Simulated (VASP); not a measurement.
# Al7RhN8 (P1) in VASP: single point with PBEsol+U

Aim: the single point of Al7RhN8 with PBEsol+U.

Program: VASP 6.6.1. These are calculated values, not measurements. Logs are shortened: lines on timing, memory, paths and dates and some standing lists are left out, and cuts for length are marked.

### 1 The cell of the first run

The typed cell holds 16 atoms: a = 6.220 Å, b = 6.220 Å, c = 4.980 Å, α = 90.00°, β = 90.00°, γ = 120.00°.

### 2 Single point, PBEsol+U, collinear spin, ferromagnetic start

Contents of INCAR:

```
SYSTEM = Al7RhN8
PREC = Accurate
ENCUT = 520
EDIFF = 1E-6
ISMEAR = 0
SIGMA = 0.05
LREAL = Auto
LASPH = .True.
NELM = 150
ALGO = Normal
ISIF = 2
LWAVE = .False.
LCHARG = .True.
ISPIN = 2
MAGMOM = 4 0 0 0 0 0 0 0 0 0 0 0 0 0 0 0
LORBIT = 11
LMAXMIX = 4
LDAU = .True.
LDAUTYPE = 2
LDAUL = 2 -1 -1
LDAUU = 2 0 0
LDAUJ = 0 0 0
LDAUPRINT = 1
GGA = PS
LELF = .True.
LVHAR = .True.
NBANDS = 56
```

Contents of KPOINTS:

```
regular mesh
0
Gamma
  3 3 4
  0 0 0
```

Contents of POSCAR:

```
Al7RhN8
1.0
    6.2200009000      0.0000000000      0.0000000000
   -3.1100004000      5.3866788000      0.0000000000
    0.0000000000      0.0000000000      4.9800000000
Rh Al N
1 7 8
Direct
    0.3332115613      0.1672873167     -0.0329974836
    0.3371524352      0.6691299461      0.0064966929
    0.8310097354      0.1628412527      0.0067394622
    0.8312705180      0.6690789620      0.0063765683
    0.1638091504      0.3364534779      0.4978083476
    0.1639564111      0.8287378261      0.4974977478
    0.6717424666      0.3364334148      0.4976738655
    0.6665031960      0.8336231416      0.5028267348
    0.3332061996      0.1673614626      0.4090220889
    0.3358177260      0.6684647710      0.3817808908
    0.8317487646      0.1643737163      0.3819538471
    0.8319002051      0.6684144230      0.3817133424
    0.1519113100      0.3481628199      0.8755005379
    0.1521889848      0.8049622370      0.8750210269
    0.6952935430      0.3479837801      0.8753603230
    0.6664697336      0.8336573798      0.8821300011
```

Potentials or basis: VASP PAW PBE potentials, release 64 (Rh_pv, Al, N).

Launch:

```console
cat potpaw_PBE.64/Rh_pv/POTCAR potpaw_PBE.64/Al/POTCAR potpaw_PBE.64/N/POTCAR > POTCAR
mpirun -np 1 vasp_std > vasp.out
```

OUTCAR:

```text
SYSTEM = Al7RhN8
   PREC = Accurate
   ENCUT = 520
   EDIFF = 1E-6
   ISMEAR = 0
   LREAL = Auto
   LASPH = .True.
   NELM = 150
   ISIF = 2
   ISPIN = 2
   LORBIT = 11
   GGA = PS

 ion  position               nearest neighbor table
   1  0.333  0.167  0.967-  15 2.00  13 2.00  14 2.00   9 2.20   5 2.96   7 2.96   6 2.97   2 3.12
                             4 3.12   3 3.12   3 3.12   4 3.12   2 3.12   6 3.21   7 3.21   5 3.21
   2  0.337  0.669  0.006-  14 1.85  13 1.85  10 1.87  16 1.88   6 3.03   5 3.03   8 3.04   3 3.07
                             8 3.07   4 3.07   5 3.10   6 3.10   1 3.12   1 3.12   4 3.15   3 3.15
   3  0.831  0.163  0.007-  15 1.85  13 1.85  11 1.87  16 1.88   7 3.03   5 3.03   8 3.04   2 3.07
                             4 3.07   8 3.07   5 3.10   7 3.11   1 3.12   1 3.12   4 3.15   2 3.15
   4  0.831  0.669  0.006-  14 1.85  15 1.85  12 1.87  16 1.88   6 3.03   7 3.03   8 3.04   8 3.07
                             3 3.07   2 3.07   7 3.10   6 3.10   1 3.12   1 3.12   2 3.15   3 3.15
   5  0.164  0.336  0.498-   9 1.88  11 1.88  10 1.88  13 1.89   1 2.96   3 3.03   2 3.03   7 3.06
                             6 3.06   2 3.10   3 3.10   8 3.11   8 3.11   6 3.16   7 3.16   1 3.21
   6  0.164  0.829  0.497-   9 1.88  12 1.88  10 1.88  14 1.88   1 2.97   2 3.03   4 3.03   5 3.06
                             7 3.06   4 3.10   2 3.10   8 3.11   8 3.11   7 3.16   5 3.16   1 3.21
   7  0.672  0.336  0.498-   9 1.88  12 1.88  11 1.88  15 1.89   1 2.96   3 3.03   4 3.03   5 3.06
                             6 3.06   4 3.10   3 3.11   8 3.11   8 3.11   6 3.16   5 3.16   1 3.21
   8  0.667  0.834  0.503-  12 1.88  10 1.88  11 1.88  16 1.89   3 3.04   2 3.04   4 3.04   4 3.07
                             2 3.07   3 3.07   7 3.11   6 3.11   5 3.11   5 3.11   6 3.11   7 3.11
   9  0.333  0.167  0.409-   5 1.88   7 1.88   6 1.88   1 2.20
  10  0.336  0.668  0.382-   2 1.87   5 1.88   6 1.88   8 1.88
  11  0.832  0.164  0.382-   3 1.87   7 1.88   5 1.88   8 1.88
  12  0.832  0.668  0.382-   4 1.87   7 1.88   6 1.88   8 1.88
  13  0.152  0.348  0.876-   2 1.85   3 1.85   5 1.89   1 2.00
  14  0.152  0.805  0.875-   2 1.85   4 1.85   6 1.88   1 2.00
  15  0.695  0.348  0.875-   3 1.85   4 1.85   7 1.89   1 2.00
  16  0.666  0.834  0.882-   3 1.88   2 1.88   4 1.88   8 1.89

  LATTYP: Found a hexagonal cell.
 ALAT       =     6.2200009000
 C/A-ratio  =     0.8006429710

  Lattice vectors:

 A1 = (   6.2200009000,   0.0000000000,   0.0000000000)
 A2 = (  -3.1100004000,   5.3866788000,   0.0000000000)
 A3 = (   0.0000000000,   0.0000000000,   4.9800000000)

Analysis of symmetry for initial positions (statically):
=====================================================================
 Subroutine PRICEL returns:
 Original cell was already a primitive cell.

 Routine SETGRP: Setting up the symmetry group for a
 hexagonal supercell.

 Subroutine GETGRP returns: Found  1 space group operations
 (whereof  1 operations were pure point group operations)
 out of a pool of 24 trial point group operations.

The static configuration has the point symmetry C_1 .

Analysis of symmetry for dynamics (positions and initial velocities):
=====================================================================
 Subroutine PRICEL returns:
 Original cell was already a primitive cell.

 Routine SETGRP: Setting up the symmetry group for a
 hexagonal supercell.

 Subroutine GETGRP returns: Found  1 space group operations
 (whereof  1 operations were pure point group operations)
 out of a pool of 24 trial point group operations.

The dynamic configuration has the point symmetry C_1 .

Analysis of structural, dynamic, and magnetic symmetry:
=====================================================================
 Subroutine PRICEL returns:
 Original cell was already a primitive cell.

 Routine SETGRP: Setting up the symmetry group for a
 hexagonal supercell.

 Subroutine GETGRP returns: Found  1 space group operations
 (whereof  1 operations were pure point group operations)
 out of a pool of 24 trial point group operations.

The overall configuration has the point symmetry C_1 .

 Subroutine INISYM returns: Found  1 space group operations
 (whereof  1 operations are pure point group operations),
 and found     1 'primitive' translations

[... 155 lines left out ...]
 maximum number of plane-waves:      4554
 NGX is ok and might be reduce to    48
   NGX = 23   NGY = 23   NGZ = 19

atom =   1  type =  1  l = 2

 onsite density matrix

spin component  1

  0.8278  0.0001 -0.0005  0.0408 -0.0003
  0.0001  0.8862 -0.0007 -0.0001  0.0409
 -0.0005 -0.0007  0.6237  0.0001  0.0023
  0.0408 -0.0001  0.0001  0.8864  0.0001
 -0.0003  0.0409  0.0023  0.0001  0.8275

spin component  2

  0.4844  0.0000  0.0001  0.1659  0.0001
  0.0000  0.8326  0.0004 -0.0001  0.1659
  0.0001  0.0004  0.5407 -0.0001 -0.0005
  0.1659 -0.0001 -0.0001  0.8328  0.0000
  0.0001  0.1659 -0.0005  0.0000  0.4844

 occupancies and eigenvectors

  o =  0.4179  v =  0.0000  0.0000  0.0000  0.0000  0.0000 -0.7010 -0.2435  0.0036  0.2804  0.6088      0.0000  0.0000  0.0000  0.0000  0.0000  0.0000  0.0000  0.0000  0.0000  0.0000
  o =  0.4181  v =  0.0000  0.0000  0.0000  0.0000  0.0000 -0.6088  0.2806 -0.0030  0.2437 -0.7009      0.0000  0.0000  0.0000  0.0000  0.0000  0.0000  0.0000  0.0000  0.0000  0.0000
  o =  0.5407  v =  0.0000  0.0000  0.0000  0.0000  0.0000 -0.0008 -0.0013 -1.0000  0.0002  0.0045      0.0000  0.0000  0.0000  0.0000  0.0000  0.0000  0.0000  0.0000  0.0000  0.0000
  o =  0.6237  v =  0.0027  0.0046  0.9999 -0.0009 -0.0122  0.0000  0.0000  0.0000  0.0000  0.0000      0.0000  0.0000  0.0000  0.0000  0.0000  0.0000  0.0000  0.0000  0.0000  0.0000
  o =  0.8062  v = -0.4973  0.3786 -0.0091  0.2549 -0.7378  0.0000  0.0000  0.0000  0.0000  0.0000      0.0000  0.0000  0.0000  0.0000  0.0000  0.0000  0.0000  0.0000  0.0000  0.0000
  o =  0.8071  v =  0.7377  0.2555 -0.0096 -0.3788 -0.4969  0.0000  0.0000  0.0000  0.0000  0.0000      0.0000  0.0000  0.0000  0.0000  0.0000  0.0000  0.0000  0.0000  0.0000  0.0000
  o =  0.8990  v =  0.0000  0.0000  0.0000  0.0000  0.0000  0.0441  0.9219  0.0004  0.1098  0.3689      0.0000  0.0000  0.0000  0.0000  0.0000  0.0000  0.0000  0.0000  0.0000  0.0000
  o =  0.8992  v =  0.0000  0.0000  0.0000  0.0000  0.0000 -0.3688  0.1099  0.0002 -0.9219  0.0438      0.0000  0.0000  0.0000  0.0000  0.0000  0.0000  0.0000  0.0000  0.0000  0.0000
  o =  0.9072  v =  0.0802  0.8757  0.0014  0.1571  0.4495  0.0000  0.0000  0.0000  0.0000  0.0000      0.0000  0.0000  0.0000  0.0000  0.0000  0.0000  0.0000  0.0000  0.0000  0.0000
  o =  0.9073  v = -0.4495  0.1567  0.0007 -0.8757  0.0809  0.0000  0.0000  0.0000  0.0000  0.0000      0.0000  0.0000  0.0000  0.0000  0.0000  0.0000  0.0000  0.0000  0.0000  0.0000

 number of electron      75.9999995 magnetization       1.4997940

 Free energy of the ion-electron system (eV)
  ---------------------------------------------------
  ext. energy  EPLUGINS =         0.00000000
  ---------------------------------------------------
  free energy    TOTEN  =      -121.06049038 eV

  energy without entropy =     -121.05460396  energy(sigma->0) =     -121.05754717

 E-fermi :   8.2817     XC(G=0): -11.4032

 val. band max:        8.2795554185   @ k =  -0.3333   0.3333   0.2500
 cond. band min:       8.2866191856   @ k =  -0.3333   0.0000   0.2500
 fundamental gap:      0.0070637671
 Fermi energy:         8.2817043310

 spin component 1

 k-point     1 :       0.0000    0.0000    0.0000
  band No.  band energies     occupation
      1     -39.1387      1.00000
      2     -39.1350      1.00000
      3     -38.5499      1.00000
      4      -8.9430      1.00000
      5      -7.0583      1.00000
      6      -7.0582      1.00000
[... 996 lines left out ...]
     49      14.2467      0.00000
     50      14.8557      0.00000
 Fermi energy:         8.2817043310

 spin component 2

 k-point     1 :       0.0000    0.0000    0.0000
  band No.  band energies     occupation
      1     -38.2674      1.00000
      2     -38.2588      1.00000
      3     -38.1225      1.00000
      4      -8.8839      1.00000
      5      -6.9657      1.00000
      6      -6.9652      1.00000
[... 996 lines left out ...]
     49      14.4433      0.00000
     50      14.9284      0.00000
 [bands above 50 left out]

------------------------ aborting loop because EDIFF is reached ----------------------------------------

  FORCE on cell =-STRESS in cart. coord.  units (eV):
  Direction    XX          YY          ZZ          XY          YZ          ZX
  --------------------------------------------------------------------------------------
  -------------------------------------------------------------------------------------
  Total        8.2925698      8.2519967      4.0430142     -0.0091615      0.0232240     -0.0058348
  in kB       79.6267237     79.2371335     38.8217383     -0.0879705      0.2230014     -0.0560272
  external PRESSURE =      65.8951985 kB  Pullay stress =       0.0000000 kB

 VOLUME and BASIS-vectors are now :
 -----------------------------------------------------------------------------
  energy-cutoff  :      520.00
  volume of cell :      166.86
      direct lattice vectors                 reciprocal lattice vectors
     6.220000900  0.000000000  0.000000000     0.160771681  0.092821572  0.000000000
    -3.110000400  5.386678800  0.000000000     0.000000000  0.185643146  0.000000000
     0.000000000  0.000000000  4.980000000     0.000000000  0.000000000  0.200803213

 POSITION                                       TOTAL-FORCE (eV/Angst)
 -----------------------------------------------------------------------------------
      1.55231      0.90112      4.81567        -0.006183     -0.001268      0.049688
      0.01609      3.60439      0.03235        -0.009251     -0.008736     -0.007797
      4.66244      0.87717      0.03356         0.001532      0.021113     -0.017440
      3.08967      3.60411      0.03176         0.010522     -0.010578     -0.006372
     -0.02748      1.81237      2.47909        -0.005800      0.002864      0.008089
     -1.55757      4.46414      2.47754         0.007492     -0.004531      0.011129
[... 8 lines left out ...]
      3.24250      1.87448      4.35929        -0.112242     -0.056561      0.001991
      1.55277      4.49064      4.39301         0.004923     -0.005800      0.010678
 -----------------------------------------------------------------------------------
    total drift:                               -0.001828      0.002331      0.017057

  FREE ENERGIE OF THE ION-ELECTRON SYSTEM (eV)
  ---------------------------------------------------
  free  energy   TOTEN  =      -121.0604903751 eV

  energy  without entropy=     -121.0546039646  energy(sigma->0) =     -121.05754717

 total charge

# of ion       s       p       d       tot
------------------------------------------
    1        0.375   6.302   7.174  13.851
    2        0.376   0.465   0.000   0.841
    3        0.376   0.465   0.000   0.841
    4        0.376   0.465   0.000   0.841
    5        0.372   0.450   0.000   0.823
    6        0.372   0.450   0.000   0.823
[... 8 lines left out ...]
   15        1.234   2.582   0.000   3.816
   16        1.218   2.640   0.000   3.859
--------------------------------------------------
tot         12.805  30.341   7.174  50.320

 magnetization (x)

# of ion       s       p       d       tot
------------------------------------------
    1        0.006   0.054   0.876   0.935
    2        0.003   0.004   0.000   0.007
    3        0.003   0.004   0.000   0.007
    4        0.003   0.004   0.000   0.007
    5        0.000   0.001   0.000   0.001
    6        0.000   0.001   0.000   0.001
[... 8 lines left out ...]
   15        0.007   0.063   0.000   0.069
   16        0.000   0.005   0.000   0.005
--------------------------------------------------
tot          0.036   0.274   0.876   1.185
```

Run time: 9 min. Hardware: 1 thread of Intel Xeon Platinum 8259CL at 2.50GHz (Skylake/Cascade Lake), shared host; peak memory 0.49 GiB.

Results:

* Free energy: -121.0605 eV
* Pressure: 6.6 GPa
* Largest force: 0.137 eV/Å
* Net moment: 1.50 μB per cell
* Site moments: Rh +0.94; Al +0.01, +0.00 (each value once); N +0.01, +0.00, +0.07 (each value once) μB
* Valence electrons inside the program's atomic spheres: Rh 13.85; Al 0.84, 0.82 (each value once); N 3.76, 3.86, 3.82 (each value once)

Forces on the atoms (eV/Å):
```
Rh  -0.006 -0.001  0.050
Al  -0.009 -0.009 -0.008
Al   0.002  0.021 -0.017
Al   0.011 -0.011 -0.006
Al  -0.006  0.003  0.008
Al   0.007 -0.005  0.011
Al   0.005 -0.005  0.012
Al  -0.008  0.008  0.005
N    0.000 -0.004 -0.072
N    0.004  0.006  0.001
N    0.003 -0.009 -0.002
N   -0.005  0.006 -0.001
N    0.117 -0.071 -0.001
N   -0.008  0.133  0.009
N   -0.112 -0.057  0.002
N    0.005 -0.006  0.011
```

Eigenvalues of the final occupation matrices:
```
    site  spin  trace               eigenvalues
site 1 d     1   4.05  0.62 0.81 0.81 0.91 0.91
site 1 d     2   3.17  0.42 0.42 0.54 0.90 0.90
```

Caveat: the k points lie up to 0.39 Å⁻¹ apart; the PAW data sets were made with another functional, which shifts forces and pressure a little. The state reached can hang on the start; a lower one may exist.
